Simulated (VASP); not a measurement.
# SiC (Moissanite) (P6_3mc) in VASP: settings compared, part 2 of 3

VASP 6.6.1. The steps go on from the part before.

## (5) Single point, RPBE+D4

This run uses another cell than the first one, of 10.75 Å³/atom, 1.020 times its volume.

The input, INCAR:

```
SYSTEM = SiC
PREC = Accurate ; ENCUT = 520
EDIFF = 1E-7 ; ISMEAR = -1
SIGMA = 0.05 ; LREAL = .False.
LASPH = .True. ; NELM = 80
ALGO = Normal ; ISIF = 2
LWAVE = .False. ; LCHARG = .False.
GGA = RP ; IVDW = 13
NBANDS = 16
```

The input, KPOINTS:

```
Automatic mesh
0
Gamma
  10 10 5
  0 0 0
```

The input, POSCAR:

```
SiC
1.0
    3.1164783262      0.0000000000      0.0000000000
   -1.5582391631      2.6989494007      0.0000000000
    0.0000000000      0.0000000000      5.1144286705
Si C
2 2
Direct
    0.6666666667      0.3333333333      0.5000000000
    0.3333333333      0.6666666667      0.0000000000
    0.6666666667      0.3333333333      0.8850000000
    0.3333333333      0.6666666667      0.3850000000
```

Potentials or basis: VASP PAW PBE potentials, release 64 (Si, C).

Run with:

```console
cat potpaw_PBE.64/Si/POTCAR potpaw_PBE.64/C/POTCAR > POTCAR
mpirun -np 1 vasp_std > vasp.out
```

OUTCAR:

```text
SYSTEM = SiC
   PREC = Accurate
   ENCUT = 520
   EDIFF = 1E-7
   ISMEAR = -1
   LREAL = .False.
   LASPH = .True.
   NELM = 80
   ISIF = 2
   GGA = RP
   IVDW = 13

 ion  position               nearest neighbor table
   1  0.667  0.333  0.500-   4 1.89   4 1.89   4 1.89   3 1.97   2 3.13   2 3.13   2 3.13   2 3.13
                             2 3.13   2 3.13
   2  0.333  0.667  0.000-   3 1.89   3 1.89   3 1.89   4 1.97   1 3.13   1 3.13   1 3.13   1 3.13
                             1 3.13   1 3.13
   3  0.667  0.333  0.885-   2 1.89   2 1.89   2 1.89   1 1.97
   4  0.333  0.667  0.385-   1 1.89   1 1.89   1 1.89   2 1.97

  LATTYP: Found a hexagonal cell.
 ALAT       =     3.1164783262
 C/A-ratio  =     1.6410923277

  Lattice vectors:

 A1 = (   3.1164783262,   0.0000000000,   0.0000000000)
 A2 = (  -1.5582391631,   2.6989494007,   0.0000000000)
 A3 = (   0.0000000000,   0.0000000000,   5.1144286705)

Analysis of symmetry for initial positions (statically):
=====================================================================
 Subroutine PRICEL returns:
 Original cell was already a primitive cell.

 Routine SETGRP: Setting up the symmetry group for a
 hexagonal supercell.

 Subroutine GETGRP returns: Found 12 space group operations
 (whereof  6 operations were pure point group operations)
 out of a pool of 24 trial point group operations.

The static configuration has the point symmetry C_3v.
 The point group associated with its full space group is C_6v.

Analysis of symmetry for dynamics (positions and initial velocities):
=====================================================================
 Subroutine PRICEL returns:
 Original cell was already a primitive cell.

 Routine SETGRP: Setting up the symmetry group for a
 hexagonal supercell.

 Subroutine GETGRP returns: Found 12 space group operations
 (whereof  6 operations were pure point group operations)
 out of a pool of 24 trial point group operations.

The dynamic configuration has the point symmetry C_3v.
 The point group associated with its full space group is C_6v.

 Subroutine INISYM returns: Found 12 space group operations
 (whereof  6 operations are pure point group operations),
 and found     1 'primitive' translations

----------------------------------------------------------------------------------------

                                     Primitive cell

  volume of cell :      43.0186

  direct lattice vectors                    reciprocal lattice vectors
     3.116478326  0.000000000  0.000000000     0.320875005  0.185257271  0.000000000
    -1.558239163  2.698949401  0.000000000     0.000000000  0.370514542  0.000000000
     0.000000000  0.000000000  5.114428670     0.000000000  0.000000000  0.195525261

  length of vectors
     3.116478326  3.116478326  5.114428670     0.370514542  0.370514542  0.195525261

  position of ions in fractional coordinates (direct lattice)
     0.666666667  0.333333333  0.500000000
     0.333333333  0.666666667  0.000000000
     0.666666667  0.333333333  0.885000000
     0.333333333  0.666666667  0.385000000

  ion indices of the primitive-cell ions
   primitive index   ion index
                 1           1
                 2           2
                 3           3
                 4           4

[... 30 lines left out ...]
  0.200000  0.000000  0.000000      6.000000
  0.300000  0.000000  0.000000      6.000000
  0.400000  0.000000  0.000000      6.000000
  0.500000  0.000000  0.000000      3.000000
[... 16 lines left out ...]
  0.300000  0.100000  0.200000     24.000000
  0.400000  0.100000  0.200000     24.000000
 [... further k-points ...]
   k-points           NKPTS =     42   k-points in BZ     NKDIM =     42   number of bands    NBANDS=     16
   number of dos      NEDOS =    301   number of ions     NIONS =      4
   total plane-waves  NPLWV =  23040
   dimension x,y,z NGX =    24 NGY =   24 NGZ =   40
   dimension x,y,z NGXF=    48 NGYF=   48 NGZF=   80
   ions per type =               2   2
   NGX,Y,Z   is equivalent  to a cutoff of  12.80, 12.80, 13.00 a.u.
   NGXF,Y,Z  is equivalent  to a cutoff of  25.61, 25.61, 26.00 a.u.
 SYSTEM =  SiC
   PREC   = accura    normal or accurate (medium, high low for compatibility)
   ISTART =      0    job   : 0-new  1-cont  2-samecut
   ICHARG =      2    charge: 1-file 2-atom 10-const
   ISPIN  =      1    spin polarized calculation?
   LNONCOLLINEAR =      F non collinear calculations
   LSORBIT =      F    spin-orbit coupling
   LASPH  =      T    aspherical Exc in radial PAW
   ENCUT  =  520.0 eV  38.22 Ry    6.18 a.u.   5.79  5.79  9.51*2*pi/ulx,y,z
   NELM   =     80;   NELMIN=  2; NELMDL= -5     # of ELM steps
   EDIFF  = 0.1E-06   stopping-criterion for ELM
   LREAL  =      F    real-space projection
   EDIFFG = 0.1E-05   stopping-criterion for IOM
   NSW    =      0    number of steps for IOM
   IBRION =     -1    ionic relax: 0-MD 1-quasi-New 2-CG
   NFREE  =      0    steps in history (QN), initial steepest desc. (CG)
   ISIF   =      2    stress and relaxation
   ISYM   =      2    0-nonsym 1-usesym 2-fastsym
   POTIM  = 0.5000    time-step for ionic-motion
   TEBEG  =    0.0;   TEEND  =   0.0 temperature during run
   PSTRESS=    0.0 pullay stress
   NELECT =      16.0000    total number of electrons
   NUPDOWN=      -1.0000    fix difference up-down
   EMIN   =  10.00;   EMAX   =-10.00  energy-range for DOS
   EFERMI =   0.00;   METHOD = LEGACY
   ISMEAR =    -1;   SIGMA  =   0.05  broadening in eV -4-tet -1-fermi 0-gaus
   EFERMI_NEDOS =   21; number of points for ismear=-14 and -15
   IALGO  =     38    algorithm
   IMIX   =      4    mixing-type and parameters
     AMIX     =   0.40;   BMIX     =  1.00
     AMIX_MAG =   1.60;   BMIX_MAG =  1.00
  volume/ion in A,a.u.               =      10.75        72.58
  Fermi-wavevector in a.u.,A,eV,Ry     =   1.177324  2.224821 18.858938  1.386093
  Thomas-Fermi vector in A             =   2.313673
   LORBIT       =      0    0 simple, 1 ext, 2 COOP (PROOUT), +10 PAW based schemes
   GGA     = RP    functional components
   LHFCALC =     F    Hartree Fock is set to
   AEXX    =    0.0000 exact exchange contribution
   IVDW    =    13    specifies the selected vdW correction
   LEPSILON=     F    determine dielectric tensor
   LRPA    =     F    only Hartree local field effects (RPA)
 non-spin polarized calculation
  energy-cutoff  :      520.00
  volume of cell :       43.02
 maximum number of plane-waves:      1183
 NGX is ok and might be reduce to    24
   NGX = 11   NGY = 11   NGZ = 19

 number of electron      16.0000000 magnetization

 Free energy of the ion-electron system (eV)
  ---------------------------------------------------
  ext. energy  EPLUGINS =         0.00000000
  ---------------------------------------------------
  free energy    TOTEN  =       -28.60037166 eV

  energy without entropy =      -28.60037166  energy(sigma->0) =      -28.60037166

 E-fermi :   9.0005     XC(G=0): -11.1073

 val. band max:        8.0629895538   @ k =   0.0000   0.0000   0.0000
 cond. band min:      10.6241055215   @ k =   0.5000   0.0000   0.0000
 fundamental gap:      2.5611159677
 Fermi energy:         9.0005051032

 k-point     1 :       0.0000    0.0000    0.0000
  band No.  band energies     occupation
      1      -7.3738      2.00000
      2      -4.0368      2.00000
      3      -0.3859      2.00000
      4       6.5278      2.00000
      5       6.5278      2.00000
      6       7.7840      2.00000
[... 433 lines left out ...]
      3      -0.0661      2.00000
      4       1.3535      2.00000
      5       3.4315      2.00000
      6       4.2316      2.00000
[... 8 lines left out ...]
     15      19.1204      0.00000
     16      20.4033      0.00000

 [... further k-points ...]

------------------------ aborting loop because EDIFF is reached ----------------------------------------

  DFT-D4 for vdW energy calculation

  Edisp (eV):   -2.75854

  FORCE on cell =-STRESS in cart. coord.  units (eV):
  Direction    XX          YY          ZZ          XY          YZ          ZX
  --------------------------------------------------------------------------------------
  -------------------------------------------------------------------------------------
  Total      -2.69537    -2.69537    -3.46257     0.00000     0.00000     0.00000
  in kB    -100.38598  -100.38598  -128.95938     0.00000     0.00000     0.00000
  external pressure =     -109.91 kB  Pullay stress =        0.00 kB

 VOLUME and BASIS-vectors are now :
 -----------------------------------------------------------------------------
  energy-cutoff  :      520.00
  volume of cell :       43.02
      direct lattice vectors                 reciprocal lattice vectors
     3.116478326  0.000000000  0.000000000     0.320875005  0.185257271  0.000000000
    -1.558239163  2.698949401  0.000000000     0.000000000  0.370514542  0.000000000
     0.000000000  0.000000000  5.114428670     0.000000000  0.000000000  0.195525261

 POSITION                                       TOTAL-FORCE (eV/Angst)
 -----------------------------------------------------------------------------------
      1.55824      0.89965      2.55721        -0.000000      0.000000      0.668564
     -0.00000      1.79930      0.00000         0.000000      0.000000      0.668564
      1.55824      0.89965      4.52627        -0.000000      0.000000     -0.668564
     -0.00000      1.79930      1.96906         0.000000     -0.000000     -0.668564
 -----------------------------------------------------------------------------------
    total drift:                               -0.000000      0.000000      0.000255

  FREE ENERGIE OF THE ION-ELECTRON SYSTEM (eV)
  ---------------------------------------------------
  free  energy   TOTEN  =       -31.3589166413 eV

  energy  without entropy=      -31.3589166412  energy(sigma->0) =      -31.35891664
```

OSZICAR:

```text
N       E                     dE             d eps       ncg     rms          rms(c)
DAV:   1     0.283403380630E+02    0.28340E+02   -0.70626E+03  1344   0.891E+02
DAV:   2    -0.292320845271E+02   -0.57572E+02   -0.52389E+02  1904   0.156E+02
DAV:   3    -0.319672265408E+02   -0.27351E+01   -0.27233E+01  1744   0.316E+01
DAV:   4    -0.319881383905E+02   -0.20912E-01   -0.20909E-01  1640   0.338E+00
DAV:   5    -0.319883469948E+02   -0.20860E-03   -0.20860E-03  1752   0.323E-01    0.126E+01
DAV:   6    -0.286488459642E+02    0.33395E+01   -0.59941E+00  1712   0.149E+01    0.595E+00
DAV:   7    -0.286051638883E+02    0.43682E-01   -0.10421E+00  1904   0.591E+00    0.255E+00
DAV:   8    -0.285992313138E+02    0.59326E-02   -0.41561E-02  1472   0.135E+00    0.636E-01
DAV:   9    -0.285996961001E+02   -0.46479E-03   -0.82382E-03  1736   0.623E-01    0.143E-01
DAV:  10    -0.286003229331E+02   -0.62683E-03   -0.13678E-03  1592   0.217E-01    0.604E-02
DAV:  11    -0.286003676527E+02   -0.44720E-04   -0.17957E-04  1616   0.918E-02    0.988E-03
DAV:  12    -0.286003704062E+02   -0.27536E-05   -0.12303E-05  1840   0.224E-02    0.415E-03
DAV:  13    -0.286003715844E+02   -0.11782E-05   -0.17253E-06  1680   0.846E-03    0.324E-03
DAV:  14    -0.286003716884E+02   -0.10399E-06   -0.39557E-08  1432   0.152E-03    0.132E-03
DAV:  15    -0.286003716627E+02    0.25752E-07   -0.35762E-08   992   0.131E-03
   1 F= -.31358917E+02 E0= -.31358917E+02  d E =-.456364E-10
```

stdout:

```text
POSCAR found type information on POSCAR SiC
 POSCAR found :  2 types and       4 ions
 scaLAPACK will be used
 -----------------------------------------------------------------------------
|                                                                             |
|                                                                             |
|     You enforced a specific xc type in the INCAR file but a different       |
|     I HOPE YOU KNOW WHAT YOU ARE DOING!                                     |
|                                                                             |
 -----------------------------------------------------------------------------

 LDA part: xc-table for (Slater+PW92), standard interpolation
 POSCAR, INCAR and KPOINTS ok, starting setup
 FFT: planning ... GRIDC
 FFT: planning ... GRID_SOFT
 FFT: planning ... GRID
 WAVECAR not read
 entering main loop
```

Wall time 38 s (1 thread of Intel Xeon 8259CL, shared host); peak memory 0.16 GiB.

Results:

```yaml
Free_energy: -31.3589 eV
Pressure: -11.0 GPa
Largest_force: 0.669 eV/Å
Band_gap_on_the_k_mesh: 2.56 eV, indirect (least direct gap 4.03 eV)
Dispersion_energy_per_atom: -0.690 eV
```

Forces in eV/Å, atoms in the order of the input:
```
Si   0.000  0.000  0.669
Si   0.000  0.000  0.669
C    0.000  0.000 -0.669
C    0.000  0.000 -0.669
```

Levels at points of the mesh, in eV from the valence-band top:
| k point | band 6 | band 7 | band 8 | band 9 | band 10 | band 11 |
| --- | --- | --- | --- | --- | --- | --- |
| (0.00, 0.00, 0.00) | -0.28 | -0.28 | 0.00 | 4.32 | 5.64 | 6.32 |
| (0.50, 0.00, 0.00) | -3.46 | -3.13 | -1.47 | 2.56 | 4.17 | 6.49 |

Caveat: the PAW data sets were made with another functional, which shifts forces and pressure a little.

(Continued in part 3 of 3.)
